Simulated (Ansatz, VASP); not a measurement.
# One calculation of Nb16O, two programs

```xyz
17
Lattice="6.6000 0.0000 0.0000 0.0000 6.6000 0.0000 0.0000 0.0000 6.6000" Properties=species:S:1:pos:R:3 pbc="T T T"
Nb    0.0099    0.0463   -0.0058
Nb    3.2990    0.0470   -0.0060
Nb    0.2988    3.3484   -0.0057
Nb   -0.0276    0.0473    3.2946
Nb    1.6536    1.6524    1.6888
Nb    3.0097    3.3482   -0.0051
Nb    3.3362    0.0473    3.2939
Nb    4.9538    1.7011    1.6400
Nb    0.0092    3.3463    3.2943
Nb    1.6542    5.0407    1.6881
Nb    1.6540    1.6538    4.9005
Nb    3.2998    3.3453    3.2942
Nb    4.9538    4.9914    1.6396
Nb    4.9541    1.7016    4.9495
Nb    1.6547    5.0405    4.9004
Nb    4.9542    4.9921    4.9493
O     4.9540    3.3486    6.5943
```

Alike in both runs: functional PBE; k mesh 3 × 3 × 3; occupations gaussian, width 0.05 eV; no spin polarisation.

Ansatz relaxed the structure, and its values are those at the end. VASP's run is a single point on that final structure, the one shown.

|  | VASP | Ansatz |
| --- | --- | --- |
| version | VASP 6.6.1 | Ansatz 0.2.0 |
| potentials or method | VASP PAW PBE potentials, release 64 (Nb_sv, O), cutoff 520 eV | scalar-relativistic, plane waves, PAW |
| valence electrons in the cell | 214 | 214 |

```csv
,VASP,Ansatz,Ansatz less VASP
rms of the force components (eV/Å),0.010,0.008,-0.0018
```

The functional is the same, so the differences come from potentials, cutoffs and numerics.
